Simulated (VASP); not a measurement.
# LiHF2 (R-3m) in VASP: notebook

Runs on LiHF2. Level: PBEsol. Tasks: single point, relaxation of cell and atoms.

Program: VASP 6.6.1. These are calculated values, not measurements. Logs are shortened: lines on timing, memory, paths and dates and some standing lists are left out, and cuts for length are marked.

### 1 The cell of the first run

Symmetry: R-3m, No. 166, trigonal system. Conventional cell: a = 2.991 Å, b = 2.991 Å, c = 13.137 Å, α = 90.00°, β = 90.00°, γ = 120.00°. Within 2.8 Å of Li (site symmetry -3m) lie 6 F at 2.02 Å and 6 H at 2.79 Å. Within 1.5 Å of H (site symmetry -3m) lie 2 F at 1.14 Å. F (site symmetry 3m) has 1 H at 1.14 Å within 1.5 Å.

### 2 Single point, PBEsol

The input, INCAR:

```
PREC = Accurate ; ENCUT = 750
EDIFF = 1E-6 ; ISMEAR = 0
SIGMA = 0.01 ; LREAL = False
LASPH = True ; NELM = 120
ALGO = Normal ; ISIF = 2
LWAVE = False ; LCHARG = True
GGA = PS ; LELF = True
LVHAR = True ; NBANDS = 17
GGA_COMPAT = False
```

The input, KPOINTS:

```
Automatic mesh
0
Gamma
  8 8 8
```

The input, POSCAR:

```
LiHF2
1.0
    1.4956242387      0.8634990568      4.3789926740
   -1.4956242387      0.8634990568      4.3789926740
    0.0000000000     -1.7269981136      4.3789926740
Li H F
1 1 2
Direct
    0.0000000000      0.0000000000      0.0000000000
    0.5000000000      0.5000000000      0.5000000000
    0.4131238687      0.4131238687      0.4131238687
    0.5868761313      0.5868761313      0.5868761313
```

Potentials or basis: VASP PAW PBE potentials, release 64 (Li_sv, H, F).

Command:

```console
cat potpaw_PBE.64/Li_sv/POTCAR potpaw_PBE.64/H/POTCAR potpaw_PBE.64/F/POTCAR > POTCAR
mpirun -np 1 vasp_std > vasp.out
```

OUTCAR:

```text
PREC = Accurate
   ENCUT = 750
   EDIFF = 1E-6
   ISMEAR = 0
   LREAL = False
   LASPH = True
   NELM = 120
   ISIF = 2
   GGA = PS

 ion  position               nearest neighbor table
   1  0.000  0.000  0.000-   4 2.02   3 2.02   4 2.02   4 2.02   3 2.02   3 2.02
   2  0.500  0.500  0.500-   3 1.14   4 1.14
   3  0.413  0.413  0.413-   2 1.14   1 2.02   1 2.02   1 2.02
   4  0.587  0.587  0.587-   2 1.14   1 2.02   1 2.02   1 2.02

  LATTYP: Found a trigonal (rhomboedric) cell.
 ALAT       =     4.7072390340
 COS(alpha) =     0.7980971354

  Lattice vectors:

 A1 = (   1.4956242387,   0.8634990568,   4.3789926740)
 A2 = (  -1.4956242387,   0.8634990568,   4.3789926740)
 A3 = (   0.0000000000,  -1.7269981136,   4.3789926740)

Analysis of symmetry for initial positions (statically):
=====================================================================
 Subroutine PRICEL returns:
 Original cell was already a primitive cell.

 Routine SETGRP: Setting up the symmetry group for a
 trigonal (rhombohedral) supercell.

 Subroutine GETGRP returns: Found 12 space group operations
 (whereof 12 operations were pure point group operations)
 out of a pool of 12 trial point group operations.

The static configuration has the point symmetry D_3d.

Analysis of symmetry for dynamics (positions and initial velocities):
=====================================================================
 Subroutine PRICEL returns:
 Original cell was already a primitive cell.

 Routine SETGRP: Setting up the symmetry group for a
 trigonal (rhombohedral) supercell.

 Subroutine GETGRP returns: Found 12 space group operations
 (whereof 12 operations were pure point group operations)
 out of a pool of 12 trial point group operations.

The dynamic configuration has the point symmetry D_3d.

 Subroutine INISYM returns: Found 12 space group operations
 (whereof 12 operations are pure point group operations),
 and found     1 'primitive' translations

----------------------------------------------------------------------------------------

                                     Primitive cell

  volume of cell :      33.9320

  direct lattice vectors                    reciprocal lattice vectors
     1.495624239  0.863499057  4.378992674     0.334308570  0.193013143  0.076121007
    -1.495624239  0.863499057  4.378992674    -0.334308570  0.193013143  0.076121007
     0.000000000 -1.726998114  4.378992674     0.000000000 -0.386026285  0.076121007

  length of vectors
     4.707239034  4.707239034  4.707239034     0.393459910  0.393459910  0.393459910

  position of ions in fractional coordinates (direct lattice)
     0.000000000  0.000000000  0.000000000
     0.500000000  0.500000000  0.500000000
     0.413123869  0.413123869  0.413123869
     0.586876131  0.586876131  0.586876131

  ion indices of the primitive-cell ions
   primitive index   ion index
                 1           1
                 2           2
                 3           3
                 4           4

----------------------------------------------------------------------------------------

 KPOINTS: Automatic mesh

Automatic generation of k-mesh.
 Grid dimensions read from file:
 generate k-points for:    8    8    8

 Generating k-lattice:

  Cartesian coordinates                     Fractional coordinates (reciprocal lattice)
     0.041788571  0.024126643  0.009515126     0.125000000  0.000000000  0.000000000
    -0.041788571  0.024126643  0.009515126     0.000000000  0.125000000  0.000000000
     0.000000000 -0.048253286  0.009515126     0.000000000  0.000000000  0.125000000

  Length of vectors
     0.049182489  0.049182489  0.049182489

  Shift w.r.t. Gamma in fractional coordinates (k-lattice)
     0.000000000  0.000000000  0.000000000

 Subroutine IBZKPT returns following result:
 ===========================================

 Found     65 irreducible k-points:

 Following reciprocal coordinates:
            Coordinates               Weight
  0.000000  0.000000  0.000000      1.000000
  0.125000  0.000000  0.000000      6.000000
  0.250000  0.000000  0.000000      6.000000
  0.375000  0.000000  0.000000      6.000000
  0.500000  0.000000  0.000000      3.000000
  0.125000  0.125000  0.000000      6.000000
[... 16 lines left out ...]
  0.250000  0.125000  0.125000      6.000000
  0.375000  0.125000  0.125000      6.000000
 [... further k-points ...]
   k-points           NKPTS =     65   k-points in BZ     NKDIM =     65   number of bands    NBANDS=     17
   number of dos      NEDOS =    301   number of ions     NIONS =      4
   total plane-waves  NPLWV =  74088
   dimension x,y,z NGX =    42 NGY =   42 NGZ =   42
   dimension x,y,z NGXF=    84 NGYF=   84 NGZF=   84
   ions per type =               1   1   2
   NGX,Y,Z   is equivalent  to a cutoff of  14.83, 14.83, 14.83 a.u.
   NGXF,Y,Z  is equivalent  to a cutoff of  29.67, 29.67, 29.67 a.u.
 SYSTEM =  unknown system
   PREC   = accura    normal or accurate (medium, high low for compatibility)
   ISTART =      0    job   : 0-new  1-cont  2-samecut
   ICHARG =      2    charge: 1-file 2-atom 10-const
   ISPIN  =      1    spin polarized calculation?
   LNONCOLLINEAR =      F non collinear calculations
   LSORBIT =      F    spin-orbit coupling
   LASPH  =      T    aspherical Exc in radial PAW
   ENCUT  =  750.0 eV  55.12 Ry    7.42 a.u.  10.51 10.51 10.51*2*pi/ulx,y,z
   NELM   =    120;   NELMIN=  2; NELMDL= -5     # of ELM steps
   EDIFF  = 0.1E-05   stopping-criterion for ELM
   LREAL  =      F    real-space projection
   EDIFFG = 0.1E-04   stopping-criterion for IOM
   NSW    =      0    number of steps for IOM
   IBRION =     -1    ionic relax: 0-MD 1-quasi-New 2-CG
   NFREE  =      0    steps in history (QN), initial steepest desc. (CG)
   ISIF   =      2    stress and relaxation
   ISYM   =      2    0-nonsym 1-usesym 2-fastsym
   POTIM  = 0.5000    time-step for ionic-motion
   TEBEG  =    0.0;   TEEND  =   0.0 temperature during run
   PSTRESS=    0.0 pullay stress
   NELECT =      18.0000    total number of electrons
   NUPDOWN=      -1.0000    fix difference up-down
   EMIN   =  10.00;   EMAX   =-10.00  energy-range for DOS
   EFERMI =   0.00;   METHOD = LEGACY
   ISMEAR =     0;   SIGMA  =   0.01  broadening in eV -4-tet -1-fermi 0-gaus
   EFERMI_NEDOS =   21; number of points for ismear=-14 and -15
   IALGO  =     38    algorithm
   IMIX   =      4    mixing-type and parameters
     AMIX     =   0.40;   BMIX     =  1.00
     AMIX_MAG =   1.60;   BMIX_MAG =  1.00
  volume/ion in A,a.u.               =       8.48        57.25
  Fermi-wavevector in a.u.,A,eV,Ry     =   1.325244  2.504347 23.895513  1.756271
  Thomas-Fermi vector in A             =   2.454719
   LORBIT       =      0    0 simple, 1 ext, 2 COOP (PROOUT), +10 PAW based schemes
   GGA     = PS    functional components
   LHFCALC =     F    Hartree Fock is set to
   AEXX    =    0.0000 exact exchange contribution
   IVDW    =     0    specifies the selected vdW correction
   LEPSILON=     F    determine dielectric tensor
   LRPA    =     F    only Hartree local field effects (RPA)
 non-spin polarized calculation
 Gauss-broadening in eV      SIGMA  =   0.01
  energy-cutoff  :      750.00
  volume of cell :       33.93
 maximum number of plane-waves:      1616
   NGX = 21   NGY = 21   NGZ = 21

 number of electron      17.9999997 magnetization

 Free energy of the ion-electron system (eV)
  ---------------------------------------------------
  ext. energy  EPLUGINS =         0.00000000
  ---------------------------------------------------
  free energy    TOTEN  =       -18.61552898 eV

  energy without entropy =      -18.61552898  energy(sigma->0) =      -18.61552898

 E-fermi :  -2.7584     XC(G=0):  -9.2385

 val. band max:       -2.9343207474   @ k =   0.5000   0.5000   0.5000
 cond. band min:       5.1620901244   @ k =   0.0000   0.0000   0.0000
 fundamental gap:      8.0964108718
 Fermi energy:        -2.7583596317

 k-point     1 :       0.0000    0.0000    0.0000
  band No.  band energies     occupation
      1     -42.8096      2.00000
      2     -23.8366      2.00000
      3     -22.3779      2.00000
      4      -8.5702      2.00000
      5      -3.3435      2.00000
      6      -3.3435      2.00000
[... 9 lines left out ...]
     16      20.5535      0.00000
     17      20.5535      0.00000

 k-point     2 :       0.1250    0.0000    0.0000
  band No.  band energies     occupation
      1     -42.8057      2.00000
      2     -23.7947      2.00000
      3     -22.3607      2.00000
      4      -8.4992      2.00000
      5      -3.7279      2.00000
      6      -3.3974      2.00000
[... 9 lines left out ...]
     16      17.9598      0.00000
     17      20.5565      0.00000

 k-point     3 :       0.2500    0.0000    0.0000
  band No.  band energies     occupation
      1     -42.7964      2.00000
      2     -23.6902      2.00000
      3     -22.3199      2.00000
      4      -8.3271      2.00000
      5      -4.4735      2.00000
      6      -3.7755      2.00000
[... 9 lines left out ...]
     16      16.7006      0.00000
     17      20.4047      0.00000

 k-point     4 :       0.3750    0.0000    0.0000
  band No.  band energies     occupation
      1     -42.7871      2.00000
      2     -23.5808      2.00000
      3     -22.2806      2.00000
      4      -8.1556      2.00000
      5      -5.1024      2.00000
      6      -4.1575      2.00000
[... 9 lines left out ...]
     16      16.5996      0.00000
     17      19.4196      0.00000
[... 343 lines left out ...]
      1     -42.8096      2.00000
      2     -23.8079      2.00000
      3     -22.4200      2.00000
      4      -8.4461      2.00000
      5      -3.3897      2.00000
      6      -3.3897      2.00000
[... 9 lines left out ...]
     16      20.7937      0.00000
     17      20.7937      0.00000

 k-point    23 :       0.2500    0.1250    0.1250
  band No.  band energies     occupation
      1     -42.8057      2.00000
      2     -23.7499      2.00000
      3     -22.4252      2.00000
      4      -8.3090      2.00000
      5      -3.8874      2.00000
      6      -3.4255      2.00000
[... 9 lines left out ...]
     16      18.6538      0.00000
     17      20.5596      0.00000

 k-point    24 :       0.3750    0.1250    0.1250
  band No.  band energies     occupation
      1     -42.7964      2.00000
      2     -23.6405      2.00000
      3     -22.3897      2.00000
      4      -8.1236      2.00000
      5      -4.6020      2.00000
      6      -3.7009      2.00000
[... 9 lines left out ...]
     16      17.0371      0.00000
     17      20.1468      0.00000

 [... further k-points ...]

------------------------ aborting loop because EDIFF is reached ----------------------------------------

  FORCE on cell =-STRESS in cart. coord.  units (eV):
  Direction    XX          YY          ZZ          XY          YZ          ZX
  --------------------------------------------------------------------------------------
  -------------------------------------------------------------------------------------
  Total       -0.1013239     -0.1013239      0.0652520     -0.0000000     -0.0000000      0.0000000
  in kB       -4.7842369     -4.7842369      3.0810190     -0.0000000     -0.0000000      0.0000000
  external PRESSURE =      -2.1624849 kB  Pullay stress =       0.0000000 kB

 VOLUME and BASIS-vectors are now :
 -----------------------------------------------------------------------------
  energy-cutoff  :      750.00
  volume of cell :       33.93
      direct lattice vectors                 reciprocal lattice vectors
     1.495624239  0.863499057  4.378992674     0.334308570  0.193013143  0.076121007
    -1.495624239  0.863499057  4.378992674    -0.334308570  0.193013143  0.076121007
     0.000000000 -1.726998114  4.378992674     0.000000000 -0.386026285  0.076121007

 POSITION                                       TOTAL-FORCE (eV/Angst)
 -----------------------------------------------------------------------------------
      0.00000      0.00000      0.00000         0.000000     -0.000000      0.000000
      0.00000      0.00000      6.56849         0.000000      0.000000      0.000000
      0.00000      0.00000      5.42720         0.000000      0.000000     -0.055424
      0.00000      0.00000      7.70978         0.000000     -0.000000      0.055424
 -----------------------------------------------------------------------------------
    total drift:                               -0.000000     -0.000000      0.000000

  FREE ENERGIE OF THE ION-ELECTRON SYSTEM (eV)
  ---------------------------------------------------
  free  energy   TOTEN  =       -18.6155289824 eV

  energy  without entropy=      -18.6155289824  energy(sigma->0) =      -18.61552898
```

Wall time 2.2 min (1 thread of Intel Xeon Platinum 8375C at 2.90GHz (Ice Lake), shared host); peak memory 0.28 GiB.

What came out:

- Free energy: -18.6155 eV
- Pressure: -0.2 GPa
- Largest force: 0.055 eV/Å
- Band gap on the k mesh: 8.10 eV (least direct gap 8.30 eV)

Forces in eV/Å, atoms in the order of the input:
```
Li   0.000  0.000  0.000
H    0.000  0.000  0.000
F    0.000  0.000 -0.055
F    0.000  0.000  0.055
```

Caveat: the PAW data sets were made with another functional, which shifts forces and pressure a little.

### 3 Relaxation of cell and atoms, PBEsol

This run uses another cell than the first one, of 8.14 Å³/atom.

The input, INCAR:

```
PREC     = Accurate       # precision mode
ENCUT    = 750            # plane-wave cutoff, eV
EDIFF    = 1E-7           # SCF threshold, eV
ISMEAR   = 0              # smearing method
SIGMA    = 0.01           # smearing width, eV
LREAL    = F              # projectors in reciprocal space
LASPH    = T              # aspherical terms in the spheres
NELM     = 120            # most SCF steps
ALGO     = Normal         # electronic algorithm
ISIF     = 3              # what is computed and relaxed
LWAVE    = F              # write WAVECAR
LCHARG   = F              # write CHGCAR
GGA      = PS             # functional
IBRION   = 2              # ionic algorithm
NSW      = 80             # ionic steps
EDIFFG   = -0.01          # ionic threshold
GGA_COMPAT= F            
NELMIN   = 4
```

KPOINTS is that of step 2.

The input, POSCAR:

```
LiHF2
1.0
    1.4669835000      0.8469633186      4.3666886667
   -1.4669835000      0.8469633186      4.3666886667
    0.0000000000     -1.6939266372      4.3666886667
Li H F
1 1 2
Direct
    0.0000000000      0.0000000000      0.0000000000
    0.5000000000      0.5000000000      0.5000000000
    0.4133016667      0.4133016667      0.4133016667
    0.5866983333      0.5866983333      0.5866983333
```

Potentials or basis: VASP PAW PBE potentials, release 64 (Li_sv, H, F).

Command:

```console
cat potpaw_PBE.64/Li_sv/POTCAR potpaw_PBE.64/H/POTCAR potpaw_PBE.64/F/POTCAR > POTCAR
mpirun -np 1 vasp_std > vasp.out
```

It took 9 min on 1 thread of Intel Xeon Platinum 8375C at 2.90GHz (Ice Lake), shared host; peak memory 0.28 GiB.

Results (log left out):

```yaml
Free_energy: -18.6123 eV
Relaxed_volume: 8.39 Å³/atom
Relaxed_cell: a = 4.709 Å, b = 4.709 Å, c = 4.709 Å, α = 36.79°, β = 36.79°, γ = 36.79°
Space_group_after_relaxing_to_0.1_Å: R-3m (No. 166)
Energy_gained_by_relaxing: 1.3 meV/atom
Ionic_steps: 8
Pressure_after_relaxing: 0.0 GPa
Band_gap_on_the_k_mesh: 8.13 eV (least direct gap 8.34 eV)
```

Stress tensor (GPa, compression positive):
```
 0.02  0.00  0.00
 0.00  0.02  0.00
 0.00  0.00 -0.08
```

Step by step:
| step | energy change (eV) | largest force (eV/Å) | pressure (GPa) | volume (Å³) |
| --- | --- | --- | --- | --- |
| 1 | 0.0000 | 0.1232 | 1.92 | 32.55 |
| 2 | -0.0020 | 0.2191 | 0.15 | 33.01 |
| 3 | -0.0025 | 0.1143 | 0.69 | 32.87 |
| 4 | -0.0044 | 0.0391 | 0.31 | 33.19 |
| 5 | -0.0050 | 0.0253 | -0.01 | 33.47 |
| 6 | -0.0050 | 0.0281 | -0.02 | 33.48 |
| 7 | -0.0052 | 0.0197 | -0.03 | 33.51 |
| 8 | -0.0054 | 0.0013 | -0.02 | 33.56 |

Final structure:
```cif
data_structure
_symmetry_space_group_name_H-M 'P 1'
_symmetry_Int_Tables_number 1
_cell_length_a 4.7094
_cell_length_b 4.7094
_cell_length_c 4.7094
_cell_angle_alpha 36.794
_cell_angle_beta 36.794
_cell_angle_gamma 36.794
_cell_volume 33.56
loop_
_atom_site_label
_atom_site_type_symbol
_atom_site_fract_x
_atom_site_fract_y
_atom_site_fract_z
_atom_site_occupancy
Li1 Li 0.00000 0.00000 0.00000 1
H1 H 0.50000 0.50000 0.50000 1
F1 F 0.41314 0.41314 0.41314 1
F2 F 0.58686 0.58686 0.58686 1
```

Levels at points of the mesh, in eV from the valence-band top:
| k point | band 6 | band 7 | band 8 | band 9 | band 10 | band 11 | band 12 | band 13 |
| --- | --- | --- | --- | --- | --- | --- | --- | --- |
| (0.00, 0.00, 0.00) | -0.40 | -0.27 | -0.20 | -0.20 | 8.13 | 12.91 | 16.86 | 18.34 |
| (0.50, 0.00, 0.00) | -1.42 | -0.73 | -0.61 | -0.51 | 11.57 | 13.72 | 16.22 | 17.90 |
| (0.50, 0.50, 0.00) | -1.51 | -1.16 | -1.03 | -0.13 | 13.57 | 14.03 | 14.04 | 16.20 |
| (0.50, 0.50, 0.50) | -0.59 | -0.59 | 0.00 | 0.00 | 9.13 | 12.17 | 15.80 | 19.55 |

Caveat: the PAW data sets were made with another functional, which shifts forces and pressure a little.
